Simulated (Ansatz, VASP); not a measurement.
# VB4Os in VASP and in Ansatz

INCAR

```
SYSTEM = VB4Os
ALGO     = Normal         ! electronic algorithm
EDIFF    = 1E-6           ! SCF threshold, eV
ENCUT    = 500            ! plane-wave cutoff, eV
GGA      = PE             ! functional
GGA_COMPAT= .False.      
ISIF     = 2              ! what is computed and relaxed
ISMEAR   = -1             ! smearing method
ISPIN    = 2              ! spin polarisation
LASPH    = .True.         ! aspherical terms in the spheres
LCHARG   = .True.         ! write CHGCAR
LELF     = .True.         ! ELF
LMAXMIX  = 4              ! l up to which the mixer works
LORBIT   = 11             ! projections on sites
LREAL    = .False.        ! projectors in reciprocal space
LVHAR    = .True.       
LWAVE    = .False.        ! write WAVECAR
MAGMOM   = 2 0 0 0 0 0    ! initial moments
NBANDS   = 34             ! bands
NELM     = 200            ! most SCF steps
PREC     = Accurate       ! precision mode
SIGMA    = 0.15           ! smearing width, eV
```

The input KPOINTS:

```
k-points
0
Gamma
  9 9 3
  0 0 0
```

Contents of POSCAR:

```
VB4Os
1.0
    2.7781831528      0.0000000000      0.0000000000
   -1.3890920592      2.4059773402      0.0000000000
    0.0000000000      0.0000000000      7.1964730535
V B Os
1 4 1
Direct
    0.0000000000      0.0000000000      0.0000000000
    0.0000000000      0.0000000000      0.7094840000
    0.3333333333      0.6666666667      0.7969230000
    0.3333333333      0.6666666667      0.2030770000
    0.0000000000      0.0000000000      0.2905160000
    0.3333333333      0.6666666667      0.5000000000
```

Input for Ansatz:

```yaml
crystal:
  lattice:
    - [2.7781831528406995, 0.0, 0.0]
    - [-1.3890920591650422, 2.405977340181383, 0.0]
    - [0.0, 0.0, 7.196473053481905]
  atoms:
    - { symbol: V, position: [0.0, 0.0, 0.0], spin: 2.0 }
    - { symbol: B, position: [0.0, 0.0, 0.709484] }
    - { symbol: B, position: [0.3333333333333333, 0.6666666666666666, 0.796923] }
    - { symbol: B, position: [0.3333333333333333, 0.6666666666666666, 0.203077] }
    - { symbol: B, position: [0.0, 0.0, 0.290516] }
    - { symbol: Os, position: [0.3333333333333333, 0.6666666666666666, 0.5] }
basis:
  ecutwfc: 500.0
kpoints:
  mp_grid:
    grid: [9, 9, 3]
hamiltonian:
  xc: pbe
magnetization:
  spin_polarized: true
scf:
  occupations:
    method: fermi_dirac
    width: 0.15
output:
  stress: true
```

Alike in both runs: task single point; functional PBE; k mesh 9 × 9 × 3; occupations fermi-dirac, width 0.15 eV; collinear spin.

|  | VASP | Ansatz |
| --- | --- | --- |
| version | VASP 6.6.1 | Ansatz 0.2.0 |
| potentials or method | VASP PAW PBE potentials, release 64 (V_sv, B, Os_sv_GW), cutoff 500 eV | plane waves, PAW |
| valence electrons in the cell | 41 | 41 |

|  | VASP | Ansatz | Ansatz less VASP |
| --- | --- | --- | --- |
| net moment per atom (μB) | 0.00 | 0.00 | 0.000 |

With one functional, cell and mesh, what is left measures potentials, basis and numerics. Ansatz's warnings: seeded moment not kept.

Neither program's run includes spin-orbit coupling.
